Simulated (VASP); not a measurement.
Set up this calculation in VASP 6.6.1, as the native input.

```
Task                   : relaxation of cell and atoms
Functional             : PBE
Potentials or basis    : VASP PAW PBE potentials, release 64 (H, Os)
Cutoff                 : 600 eV
k mesh                 : 6 × 6 × 6
Occupations            : gaussian, width 0.1 eV
Spin                   : no spin polarisation
Dipole correction      : no
Further INCAR settings : ALGO = Normal; EDIFF = 1e-07; IBRION = 2; EDIFFG = -0.04; NSW = 90; ISIF = 3
```

The structure of HOs lies in POSCAR:

```
HOs
1.0
    0.0000000000      2.2640679459      2.4164164432
    2.1286470594      0.0000000000      2.4164164432
    2.1286470594      2.2640679459      0.0000000000
H Os
1 1
Direct
    0.0000000000      0.0000000000      0.0000000000
    0.5000000000      0.5000000000      0.5000000000
```

These files were run (other wordings do the same):

INCAR

```
ALGO = Normal ; EDIFF = 1E-7
EDIFFG = -0.04 ; ENCUT = 600
GGA = PE ; IBRION = 2
ISIF = 3 ; ISMEAR = 0
LASPH = T ; LCHARG = F
LREAL = F ; LWAVE = F
NELM = 80 ; NSW = 90
PREC = Accurate ; SIGMA = 0.1
```

KPOINTS

```
k-points
0
Gamma
  6 6 6
```

Potentials or basis: VASP PAW PBE potentials, release 64 (H, Os).

The run is started by

```console
$ cat potpaw_PBE.64/H/POTCAR potpaw_PBE.64/Os/POTCAR > POTCAR
$ mpirun -np 1 vasp_std > vasp.out
```

It gave:

```
Relaxed volume                         : 8.29 Å³/atom
Relaxed cell                           : a = 2.865 Å, b = 2.860 Å, c = 2.863 Å, α = 60.08°, β = 59.92°, γ = 60.00°
Space group after relaxing (to 0.05 Å) : Fm-3m (No. 225)
Energy gained by relaxing              : 745.1 meV/atom
Ionic steps                            : 10
Pressure after relaxing                : 0.0 GPa
```

Caveat: the k points lie up to 0.45 Å⁻¹ apart in the final cell; the volume moved by over 15 % at a fixed basis, so the end points are rough.

It took 54 s on 1 thread of Intel(R) Xeon(R) 6975P-C (Granite Rapids), on a shared host, peak memory 0.18 GiB.
